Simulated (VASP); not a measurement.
Here is a VASP 6.6.1 calculation.

File POSCAR:

```
Ga
1.0
    5.0119312364      0.0000000000      0.0000000000
   -2.5059656182      4.3404597727      0.0000000000
    0.0000000000      0.0000000000      3.0725317580
Ga
3
Direct
    0.0000000000      0.0000000000      0.0000000000
    0.3333333333      0.6666666667      0.5000000000
    0.6666666667      0.3333333333      0.5000000000
```

Contents of INCAR.step1:

```
SYSTEM = Ga
  ALGO = Normal
  EDIFF = 1E-4
  ENCUT = 600
  GGA = PE
  ISMEAR = 0
  LASPH = .True.
  LCHARG = .False.
  LREAL = .False.
  LWAVE = .True.
  NELM = 100
  PREC = Accurate
  SIGMA = 0.1
```

The input INCAR.step2:

```
SYSTEM = Ga
  ALGO = Normal
  EDIFF = 1E-6
  EDIFFG = -0.04
  ENCUT = 600
  IBRION = 2
  ISIF = 3
  ISMEAR = 0
  ISTART = 1
  LASPH = .True.
  LCHARG = .False.
  LMIXTAU = .True.
  LREAL = .False.
  LWAVE = .False.
  METAGGA = R2SCAN
  NELM = 100
  NSW = 90
  PREC = Accurate
  SIGMA = 0.1
```

Contents of KPOINTS:

```
k-points
0
Gamma
  6 6 6
  0 0 0
```

Potentials or basis: VASP PAW PBE potentials, release 64 (Ga_d).

The run is started by

```sh
$ cat potpaw_PBE.64/Ga_d/POTCAR > POTCAR
$ cp INCAR.step1 INCAR
$ mpirun -np 1 vasp_std > vasp.out
$ cp INCAR.step2 INCAR
$ mpirun -np 1 vasp_std > vasp.out
```

Problem. What does it give for the space group after relaxing (to 0.05 Å)?

Solution. P6/mmm (No. 191).

Problem. What does it give for the relaxed cell?

Solution. a = 4.721 Å, b = 4.721 Å, c = 2.835 Å, α = 90.00°, β = 90.00°, γ = 120.00°.

Problem. What does it give for the relaxed volume?

Solution. 18.24 Å³/atom.

Step by step:
| step | energy change (eV) | largest force (eV/Å) | pressure (GPa) | volume (Å³) |
| --- | --- | --- | --- | --- |
| 1 | 0.0000 | 0.0000 | -7.01 | 66.84 |
| 2 | -0.3063 | 0.0000 | -3.10 | 57.84 |
| 3 | -0.3397 | 0.0000 | 0.12 | 54.52 |
| 4 | -0.3396 | 0.0000 | -0.14 | 54.75 |
| 5 | -0.3418 | 0.0000 | -0.08 | 54.73 |

Caveat: the volume moved by over 15 % at a fixed basis, so the end points are rough; the PAW data sets were made with another functional, which shifts forces and pressure a little.
